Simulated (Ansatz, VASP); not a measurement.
# One calculation of Li2P, two programs

```xyz
6
Lattice="4.3342 0.0000 0.0000 0.0000 5.2899 0.0000 0.0000 0.0000 3.3023" Properties=species:S:1:pos:R:3 pbc="T T T"
Li    0.8686    2.0033    0.0000
Li    3.4657    3.2866    0.0000
Li    3.0357    0.6417    1.6512
Li    1.2985    4.6482    1.6512
P     0.0000    0.0000    0.0000
P     2.1671    2.6450    1.6512
```

Alike in both runs: task relaxation of cell and atoms; functional PBE; k mesh 4 × 4 × 6; occupations gaussian, width 0.1 eV; no spin polarisation.

|  | VASP | Ansatz |
| --- | --- | --- |
| version | VASP 6.6.1 | Ansatz 0.2.0 |
| potentials or method | VASP PAW PBE potentials, release 64 (Li_sv, P), cutoff 600 eV | scalar-relativistic, plane waves, PAW |
| valence electrons in the cell | 22 | 22 |

```csv
,VASP,Ansatz,Ansatz less VASP
"gap on the k mesh at the Fermi level, each at its own relaxed structure (eV)",none,none,-
relaxed volume (Å³/atom),16.97,13.43,-3.545
relaxed cell length with the largest relative difference (Å),5.453,3.984,-1.4694
```

A gap of «none» marks a metal or a gap that the smearing closes. One of these differences is far larger than is usual between the two programs; its cause wasn't traced.

The k mesh is coarse, so the values compare programs but aren't converged. Noted on VASP's run: the cutoff is short for stress, so the pressure is rough; the volume moved by over 15 % at a fixed basis, so the end points are rough.
